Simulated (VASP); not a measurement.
Set up this calculation in VASP 6.6.1, as the native input.

| Property | Result |
| --- | --- |
| Task | single point |
| Functional | LDA |
| Potentials or basis | VASP PAW LDA potentials, release 64 (Sn_d) |
| Cutoff | 520 eV |
| k mesh | 14 × 14 × 14 |
| Occupations | gaussian, width 0.05 eV |
| Spin | no spin polarisation |
| Dipole correction | no |
| Further INCAR settings | ALGO = Fast; EDIFF = 1e-07; NBANDS = 13 |

The structure of Sn lies in POSCAR:

```
Sn
1.0
   -1.7265390000      1.7755470000      2.3383420000
    1.7265390000     -1.7755470000      2.3383420000
    1.7265390000      1.7755470000     -2.3383420000
Sn
1
Direct
    0.0000000000      0.0000000000      0.0000000000
```

The input as run:

INCAR

```
SYSTEM = Sn
PREC = Accurate ; ENCUT = 520
EDIFF = 1E-7 ; ISMEAR = 0
SIGMA = 0.05 ; LREAL = .False.
LASPH = .True. ; NELM = 80
ALGO = Fast ; ISIF = 2
LWAVE = .False. ; LCHARG = .True.
LELF = .True. ; LVHAR = .True.
NBANDS = 13
```

KPOINTS

```
Automatic mesh
0
Gamma
  14 14 14
  0 0 0
```

Potentials or basis: VASP PAW LDA potentials, release 64 (Sn_d).

Command:

```bash
$ cat potpaw_LDA.64/Sn_d/POTCAR > POTCAR
$ mpirun -np 1 vasp_std > vasp.out
```

It gave:

```yaml
Pressure: -4.6 GPa
Band_gap_on_the_k_mesh: zero (band 7 reaches 14.15 eV, above the bottom of band 8 at 5.39 eV)
```

Caveat: spin-orbit coupling is left out, which moves the levels of the heavy elements.

It took 7.8 min on 1 thread of AMD EPYC 7R13 (shared host), peak memory 0.23 GiB.
